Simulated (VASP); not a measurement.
Set up this calculation in VASP 6.6.1, as the native input.

| Property | Result |
| --- | --- |
| Task | single point |
| Functional | PBE |
| Potentials or basis | VASP PAW PBE potentials, release 64 (Ti_sv, H) |
| Cutoff | 520 eV |
| k mesh | 8 × 8 × 1 |
| Occupations | gaussian, width 0.1 eV |
| Spin | no spin polarisation |
| Dipole correction | yes |
| Further INCAR settings | ALGO = Normal; EDIFF = 1e-06; NBANDS = 32 |

The structure of Ti4H lies in POSCAR:

```
Ti4H
1.0
    3.2553359259      0.0000000000      0.0000000000
    0.0000000000      3.2553359259      0.0000000000
    0.0000000000      0.0000000000     20.1793674375
Ti H
4 1
Direct
    0.5000000000      0.5000000000      0.1982222690
    0.0000000000      0.0000000000      0.2788822782
    0.5000000000      0.5000000000      0.3551865247
    0.0000000000      0.0000000000      0.4301109767
    0.0000000000      0.3750000000      0.4937060788
```

The input as run:

INCAR

```
PREC = Accurate
ENCUT = 520
EDIFF = 1E-6
ISMEAR = 0
SIGMA = 0.1
LREAL = F
LASPH = T
NELM = 100
ALGO = Normal
ISIF = 2
LWAVE = F
LCHARG = T
LDIPOL = T
IDIPOL = 3
DIPOL = 0.5 0.5 0.351
GGA = PE
LELF = T
LVHAR = T
LVACPOTAV = T
NBANDS = 32
```

KPOINTS

```
regular mesh
0
Gamma
  8 8 1
```

Potentials or basis: VASP PAW PBE potentials, release 64 (Ti_sv, H).

The run is started by

```bash
$ cat potpaw_PBE.64/Ti_sv/POTCAR potpaw_PBE.64/H/POTCAR > POTCAR
$ mpirun -np 1 vasp_std > vasp.out
```

It gave:

* Largest force: 0.982 eV/Å

It took 4.3 min on 1 thread of Intel(R) Xeon(R) Platinum 8488C (Sapphire Rapids) (shared host), peak memory 0.35 GiB.
